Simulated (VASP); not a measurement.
# TaN (rocksalt type) (Fm-3m) in VASP: a series of runs, part 3 of 3

VASP 6.6.1. Earlier steps stand in the parts before.

**4. Single point, PBEsol (6.70 Å³/atom)**

This run uses another cell than the first one, of 6.70 Å³/atom.

INCAR reads:

```
  PREC = Accurate
  ENCUT = 520
  EDIFF = 1E-6
  ISMEAR = -1
  SIGMA = 0.08
  LREAL = F
  LASPH = T
  NELM = 60
  ALGO = Normal
  ISIF = 2
  LWAVE = F
  LCHARG = T
  GGA = PS
  LELF = T
  LVHAR = T
  NBANDS = 15
```

KPOINTS reads:

```
regular mesh
0
Gamma
  15 15 15
```

POSCAR reads:

```
TaN
1.0
    0.0000000000      1.8853846785      1.8853846785
    1.8853846785      0.0000000000      1.8853846785
    1.8853846785      1.8853846785      0.0000000000
Ta N
1 1
Direct
    0.0000000000      0.0000000000      0.0000000000
    0.5000000000      0.5000000000      0.5000000000
```

Launch:

```console
$ cat potpaw_PBE.64/Ta_pv/POTCAR potpaw_PBE.64/N/POTCAR > POTCAR
$ mpirun -np 1 vasp_std > vasp.out
```

It took 8.8 s on 1 thread of Intel Xeon 6975P-C (Granite Rapids), shared host; peak memory 0.14 GiB.

It converged, with:

| Item | Value |
| --- | --- |
| Free energy | -16.3977 eV |
| Pressure | 428.7 GPa |
| Band gap on the k mesh | zero (bands 8 and 9 overlap by 7.38 eV) |

Levels at points of the mesh, in eV from the Fermi level:
| k point | band 4 | band 5 | band 6 | band 7 | band 8 | band 9 | band 10 | band 11 | band 12 | band 13 |
| --- | --- | --- | --- | --- | --- | --- | --- | --- | --- | --- |
| (0.00, 0.00, 0.00) | -22.36 | -4.94 | -4.94 | -4.94 | -3.84 | -3.84 | -3.84 | 0.16 | 0.16 | 6.84 |

Caveat: the cell stands under pressure; the PAW data sets were made with another functional, which shifts forces and pressure a little; spin-orbit coupling is left out, which moves the levels of the heavy elements.

**5. Single point, PBEsol (7.54 Å³/atom)**

This run uses another cell than the first one, of 7.54 Å³/atom.

INCAR reads:

```
SYSTEM = TaN
PREC = Accurate ; ENCUT = 520
EDIFF = 1E-7 ; ISMEAR = -1
SIGMA = 0.08 ; LREAL = .False.
LASPH = .True. ; NELM = 80
ALGO = Normal ; ISIF = 2
LWAVE = .False. ; LCHARG = .False.
GGA = PS ; NBANDS = 15
```

KPOINTS reads:

```
regular mesh
0
Gamma
  15 15 15
  0 0 0
```

POSCAR reads:

```
TaN
1.0
    0.0000000000      1.9608790850      1.9608790850
    1.9608790850      0.0000000000      1.9608790850
    1.9608790850      1.9608790850      0.0000000000
Ta N
1 1
Direct
    0.0000000000      0.0000000000      0.0000000000
    0.5000000000      0.5000000000      0.5000000000
```

Potentials or basis: VASP PAW PBE potentials, release 64 (Ta_pv, N).

Launch:

```console
$ cat potpaw_PBE.64/Ta_pv/POTCAR potpaw_PBE.64/N/POTCAR > POTCAR
$ mpirun -np 1 vasp_std > vasp.out
```

OUTCAR:

```text
SYSTEM = TaN
   PREC = Accurate
   ENCUT = 520
   EDIFF = 1E-7
   ISMEAR = -1
   LREAL = .False.
   LASPH = .True.
   NELM = 80
   ISIF = 2
   GGA = PS

 ion  position               nearest neighbor table
   1  0.000  0.000  0.000-   2 1.96   2 1.96   2 1.96   2 1.96   2 1.96   2 1.96
   2  0.500  0.500  0.500-   1 1.96   1 1.96   1 1.96   1 1.96   1 1.96   1 1.96

  LATTYP: Found a face centered cubic cell.
 ALAT       =     3.9217581700

  Lattice vectors:

 A1 = (   0.0000000000,   1.9608790850,   1.9608790850)
 A2 = (   1.9608790850,   0.0000000000,   1.9608790850)
 A3 = (   1.9608790850,   1.9608790850,   0.0000000000)

Analysis of symmetry for initial positions (statically):
=====================================================================
 Subroutine PRICEL returns:
 Original cell was already a primitive cell.

 Routine SETGRP: Setting up the symmetry group for a
 face centered cubic supercell.

 Subroutine GETGRP returns: Found 48 space group operations
 (whereof 48 operations were pure point group operations)
 out of a pool of 48 trial point group operations.

The static configuration has the point symmetry O_h .

Analysis of symmetry for dynamics (positions and initial velocities):
=====================================================================
 Subroutine PRICEL returns:
 Original cell was already a primitive cell.

 Routine SETGRP: Setting up the symmetry group for a
 face centered cubic supercell.

 Subroutine GETGRP returns: Found 48 space group operations
 (whereof 48 operations were pure point group operations)
 out of a pool of 48 trial point group operations.

The dynamic configuration has the point symmetry O_h .

 Subroutine INISYM returns: Found 48 space group operations
 (whereof 48 operations are pure point group operations),
 and found     1 'primitive' translations

----------------------------------------------------------------------------------------
[... 121 lines left out ...]
   IVDW    =     0    specifies the selected vdW correction
   LEPSILON=     F    determine dielectric tensor
   LRPA    =     F    only Hartree local field effects (RPA)
 non-spin polarized calculation
  energy-cutoff  :      520.00
  volume of cell :       15.08
 maximum number of plane-waves:       419
 NGX is ok and might be reduce to    24
   NGX = 11   NGY = 11   NGZ = 11

 number of electron      15.9999999 magnetization

 Free energy of the ion-electron system (eV)
  ---------------------------------------------------
  ext. energy  EPLUGINS =         0.00000000
  ---------------------------------------------------
  free energy    TOTEN  =       -19.84571597 eV

  energy without entropy =      -19.83706282  energy(sigma->0) =      -19.84138940

 E-fermi :  13.6356     XC(G=0): -15.5743

 val. band max:       13.5709915199   @ k =   0.2000   0.1333   0.0000
 cond. band min:      13.6445118700   @ k =   0.2667   0.0667   0.0000
 fundamental gap:      0.0735203501
 Fermi energy:        13.6356059426

 k-point     1 :       0.0000    0.0000    0.0000
  band No.  band energies     occupation
      1     -21.3420      2.00000
      2     -21.3420      2.00000
      3     -21.3420      2.00000
      4      -7.9370      2.00000
      5       8.9410      2.00000
      6       8.9410      2.00000
      7       8.9410      2.00000
      8      10.3209      2.00000
      9      10.3209      2.00000
     10      10.3209      2.00000
     11      13.7543      0.36960
     12      13.7543      0.36960
     13      18.8649      0.00000
     14      23.1163      0.00000
[... 401 lines left out ...]
      2     -21.5756      2.00000
      3     -21.5442      2.00000
      4      -6.2927      2.00000
      5       4.2477      2.00000
      6       7.1189      2.00000
      7       7.4026      2.00000
      8       9.1735      2.00000
      9      13.5710      1.38323
     10      13.7382      0.43432
     11      15.2466      0.00000
     12      18.1225      0.00000
     13      22.2348      0.00000
     14      26.8755      0.00000
     15      27.1382      0.00000

 [... further k-points ...]

------------------------ aborting loop because EDIFF is reached ----------------------------------------

  FORCE on cell =-STRESS in cart. coord.  units (eV):
  Direction    XX          YY          ZZ          XY          YZ          ZX
  --------------------------------------------------------------------------------------
  -------------------------------------------------------------------------------------
  Total       23.0936509     23.0936509     23.0936509      0.0000000     -0.0000000      0.0000000
  in kB     2453.6959222   2453.6959222   2453.6959222      0.0000000     -0.0000000      0.0000000
  external PRESSURE =    2453.6959222 kB  Pullay stress =       0.0000000 kB

 VOLUME and BASIS-vectors are now :
 -----------------------------------------------------------------------------
  energy-cutoff  :      520.00
  volume of cell :       15.08
      direct lattice vectors                 reciprocal lattice vectors
     0.000000000  1.960879085  1.960879085    -0.254987676  0.254987676  0.254987676
     1.960879085  0.000000000  1.960879085     0.254987676 -0.254987676  0.254987676
     1.960879085  1.960879085  0.000000000     0.254987676  0.254987676 -0.254987676

 POSITION                                       TOTAL-FORCE (eV/Angst)
 -----------------------------------------------------------------------------------
      0.00000      0.00000      0.00000         0.000000      0.000000      0.000000
      1.96088      1.96088      1.96088         0.000000      0.000000      0.000000
 -----------------------------------------------------------------------------------
    total drift:                                0.000000     -0.000000     -0.000000

  FREE ENERGIE OF THE ION-ELECTRON SYSTEM (eV)
  ---------------------------------------------------
  free  energy   TOTEN  =       -19.8457159733 eV

  energy  without entropy=      -19.8370628175  energy(sigma->0) =      -19.84138940
```

stdout:

```text
POSCAR found type information on POSCAR TaN
 POSCAR found :  2 types and       2 ions
 scaLAPACK will be used
 -----------------------------------------------------------------------------
|                                                                             |
|                                                                             |
|     You enforced a specific xc type in the INCAR file but a different       |
|     I HOPE YOU KNOW WHAT YOU ARE DOING!                                     |
|                                                                             |
 -----------------------------------------------------------------------------

 LDA part: xc-table for (Slater+PW92), standard interpolation
 POSCAR, INCAR and KPOINTS ok, starting setup
 FFT: planning ... GRIDC
 FFT: planning ... GRID_SOFT
 FFT: planning ... GRID
 WAVECAR not read
 entering main loop
```

Wall time 10 s (1 thread of Intel Xeon 6975P-C (Granite Rapids), shared host); peak memory 0.16 GiB.

What came out:

| Item | Value |
| --- | --- |
| Free energy | -19.8457 eV |
| Pressure | 245.4 GPa |
| Band gap on the k mesh | zero (bands 8 and 9 overlap by 6.32 eV) |

Caveat: the cell stands under pressure; the PAW data sets were made with another functional, which shifts forces and pressure a little; spin-orbit coupling is left out, which moves the levels of the heavy elements.

**6. Single point, PBEsol (8.38 Å³/atom)**

This run uses another cell than the first one, of 8.38 Å³/atom.

INCAR reads:

```
PREC = Accurate
ENCUT = 520
EDIFF = 1E-6
ISMEAR = -1
SIGMA = 0.08
LREAL = False
LASPH = True
NELM = 80
ALGO = Normal
ISIF = 2
LWAVE = False
LCHARG = True
GGA = PS
LELF = True
LVHAR = True
NBANDS = 15
```

KPOINTS reads:

```
Automatic mesh
0
Gamma
  15 15 15
```

POSCAR reads:

```
TaN
1.0
    0.0000000000      2.0309690777      2.0309690777
    2.0309690777      0.0000000000      2.0309690777
    2.0309690777      2.0309690777      0.0000000000
Ta N
1 1
Direct
    0.0000000000      0.0000000000      0.0000000000
    0.5000000000      0.5000000000      0.5000000000
```

Potentials or basis: VASP PAW PBE potentials, release 64 (Ta_pv, N).

Launch:

```console
$ cat potpaw_PBE.64/Ta_pv/POTCAR potpaw_PBE.64/N/POTCAR > POTCAR
$ mpirun -np 1 vasp_std > vasp.out
```

Run time: 10 s. Hardware: 1 thread of Intel Xeon 6975P-C (Granite Rapids), shared host; peak memory 0.16 GiB.

The run converged. Its results:

* Free energy: -21.7807 eV
* Pressure: 133.0 GPa
* Band gap on the k mesh: zero (bands 8 and 9 overlap by 5.49 eV)

Levels at points of the mesh, in eV from the Fermi level:
```csv
k point,band 4,band 5,band 6,band 7,band 8,band 9,band 10,band 11,band 12,band 13
"(0.00, 0.00, 0.00)",-20.77,-4.44,-4.44,-4.44,-2.90,-2.90,-2.90,0.09,0.09,3.94
```

Caveat: the cell stands under pressure; the PAW data sets were made with another functional, which shifts forces and pressure a little; spin-orbit coupling is left out, which moves the levels of the heavy elements.

**7. Summary**

```tsv
cell	gap on the mesh (eV)	pressure (GPa)
a = 2.666 Å, angles 60.0°, 2 atoms	none	428.7
a = 2.773 Å, angles 60.0°, 2 atoms	none	245.4
a = 2.872 Å, angles 60.0°, 2 atoms	none	133.0
```

Alike in all rows: task single point; level PBEsol; potentials or basis VASP PAW PBE potentials, release 64 (Ta_pv, N); no spin polarisation; k mesh 15 × 15 × 15; cutoff (eV) 520; smearing fermi-dirac 0.08 eV.

Caveats: the cell stands under pressure; the PAW data sets were made with another functional, which shifts forces and pressure a little; spin-orbit coupling is left out, which moves the levels of the heavy elements.

Total energies depend on the potentials used, so only differences within one code and one set of settings carry meaning.
